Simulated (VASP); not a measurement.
A run of VASP 6.6.1:

File INCAR:

```
PREC = Accurate
ENCUT = 520
EDIFF = 1E-6
ISMEAR = 0
SIGMA = 0.15
LREAL = F
LASPH = T
NELM = 80
ALGO = Normal
ISIF = 2
LWAVE = F
LCHARG = F
GGA = CA
NBANDS = 8
```

Contents of KPOINTS:

```
regular mesh
0
Gamma
  22 22 22
```

POSCAR

```
Si
1.0
   -1.6025112060      1.6025112060      1.3203298500
    1.6025112060     -1.6025112060      1.3203298500
    1.6025112060      1.6025112060     -1.3203298500
Si
1
Direct
    0.0000000000      0.0000000000      0.0000000000
```

Potentials or basis: VASP PAW LDA potentials, release 64 (Si).

The run is started by

```sh
$ cat potpaw_LDA.64/Si/POTCAR > POTCAR
$ mpirun -np 1 vasp_std > vasp.out
```

Hardware: 1 thread of Intel(R) Xeon(R) Platinum 8559C (Emerald Rapids) (shared host).

Question: Estimate the wall time of this run.

Answer: Run time: 24 s on 1 thread of Intel(R) Xeon(R) Platinum 8559C (Emerald Rapids), on a shared host, peak memory 0.17 GiB. Counts: scf iterations 9, k points 834.
